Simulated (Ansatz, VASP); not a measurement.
## CdF2: VASP beside Ansatz

The input INCAR:

```
SYSTEM = CdF2
  ALGO = Normal
  EDIFF = 1E-7
  ENCUT = 520
  GGA = PE
  ISIF = 2
  ISMEAR = 0
  LASPH = .TRUE.
  LCHARG = .FALSE.
  LREAL = .FALSE.
  LWAVE = .FALSE.
  NBANDS = 20
  NELM = 100
  PREC = Accurate
  SIGMA = 0.05
```

KPOINTS

```
k-points
0
G
  8 8 8
  0 0 0
```

POSCAR

```
CdF2
1.0
    0.0000000000      2.7344100000      2.7748200000
    2.7344100000      0.0000000000      2.7748200000
    2.7344100000      2.7344100000      0.0000000000
Cd F
1 2
Direct
    0.0000000000      0.0000000000      0.0000000000
    0.2500000000      0.2500000000      0.2500000000
    0.7500000000      0.7500000000      0.7500000000
```

Input for Ansatz:

```yaml
crystal:
  lattice:
    - [0.0, 2.73441, 2.77482]
    - [2.73441, 0.0, 2.77482]
    - [2.73441, 2.73441, 0.0]
  atoms:
    - { symbol: Cd, position: [0.0, 0.0, 0.0] }
    - { symbol: F, position: [0.25, 0.25, 0.25] }
    - { symbol: F, position: [0.75, 0.75, 0.75] }
basis:
  ecutwfc: 420
kpoints:
  mp_grid: { grid: [8, 8, 8] }
hamiltonian:
  xc: pbe
scf:
  occupations: { method: gaussian, width: 0.05 }
output:
  forces: true
  stress: true
  eigenvalues: true
```

Change from the starting cell: strain +0.015 along x and y, +0.030 along z, atoms carried along.

Alike in both runs: task single point; functional PBE; k mesh 8 × 8 × 8; occupations gaussian, width 0.05 eV; no spin polarisation.

|  | VASP | Ansatz |
| --- | --- | --- |
| version | VASP 6.6.1 | Ansatz 0.2.0 |
| potentials or method | VASP PAW PBE potentials, release 64 (Cd, F), cutoff 520 eV | scalar-relativistic, plane waves, PAW |
| valence electrons in the cell | 26 | 34 |

Ansatz gave:

```
gap on the k mesh at the Fermi level (eV)                     : 2.87
least direct gap on the mesh (eV)                             : 3.43
pressure (GPa)                                                : -0.7
traceless stress, the component that is largest in VASP (GPa) : -1.02
```

Problem. What did VASP give for the same quantities?

Solution. gap on the k mesh at the Fermi level (eV): 2.84; least direct gap on the mesh (eV): 3.40; pressure (GPa): -0.2; traceless stress, the component that is largest in VASP (GPa): -1.01.

VASP's potentials hold 26 valence electrons a cell and Ansatz's 34, so a difference there can come from the potentials and not from the codes.
